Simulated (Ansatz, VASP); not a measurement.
**One calculation of MoSe, two programs**

INCAR

```
PREC = Accurate
ENCUT = 520
EDIFF = 1E-6
ISMEAR = 0
SIGMA = 0.1
LREAL = F
LASPH = T
NELM = 150
ALGO = Normal
ISIF = 2
LWAVE = F
LCHARG = F
ISPIN = 2
MAGMOM = 2 0
LORBIT = 11
LMAXMIX = 4
LDAU = T
LDAUTYPE = 2
LDAUL = 2 -1
LDAUU = 4.38 0
LDAUJ = 0 0
LDAUPRINT = 1
GGA = PE
NBANDS = 21
```

KPOINTS

```
regular mesh
0
Gamma
  12 12 12
```

The input POSCAR:

```
MoSe
1.0
    3.5333486654      0.0000000000      0.0000000000
    0.0000000000      3.5333486654      0.0000000000
    0.0000000000      0.0000000000      3.5333486654
Mo Se
1 1
Direct
    0.0000000000      0.0000000000      0.0000000000
    0.5000000000      0.5000000000      0.5000000000
```

Input for Ansatz:

```yaml
crystal:
  lattice:
    - [3.5333486654, 0.0, 0.0]
    - [0.0, 3.5333486654, 0.0]
    - [0.0, 0.0, 3.5333486654]
  atoms:
    - { symbol: Mo, position: [0.0, 0.0, 0.0], spin: 2.0 }
    - { symbol: Se, position: [0.5, 0.5, 0.5] }
basis:
  ecutwfc: 420
kpoints:
  mp_grid: { grid: [12, 12, 12] }
hamiltonian:
  xc: pbe
  hubbard: { sites: [{ species: Mo, l: d, u_eff: 4.38 }] }
scf:
  occupations: { method: gaussian, width: 0.1 }
output:
  forces: true
  stress: true
  eigenvalues: true
  populations: true
magnetization:
  spin_polarized: true
```

Alike in both runs: task single point; functional PBE; k mesh 12 × 12 × 12; occupations gaussian, width 0.1 eV; collinear spin; Hubbard terms Mo d U = 4.38 eV.

|  | VASP | Ansatz |
| --- | --- | --- |
| version | VASP 6.6.1 | Ansatz 0.2.0 |
| potentials or method | VASP PAW PBE potentials, release 64 (Mo_sv, Se), cutoff 520 eV | scalar-relativistic, plane waves, PAW |
| valence electrons in the cell | 20 | 30 |

VASP gave:

* gap on the k mesh at the Fermi level (eV): none
* pressure (GPa): -2.5
* net moment per atom (μB): 2.00
* size of the moment on the site where the two differ most (μB): 0.26

Question: Estimate Ansatz's values.

Answer: gap on the k mesh at the Fermi level (eV): none; pressure (GPa): 0.0; net moment per atom (μB): 2.00; size of the moment on the site where the two differ most (μB): 0.41.

Site moments also hang on the region over which each program counts them. The programs project onto different local orbitals, so the same U acts differently, and such runs can settle in different states. A gap of «none» marks a metal or a gap that the smearing closes. VASP's potentials hold 20 valence electrons a cell and Ansatz's 30, so a difference there can come from the potentials and not from the codes. Ansatz's warnings: filled band counts differ across k points.
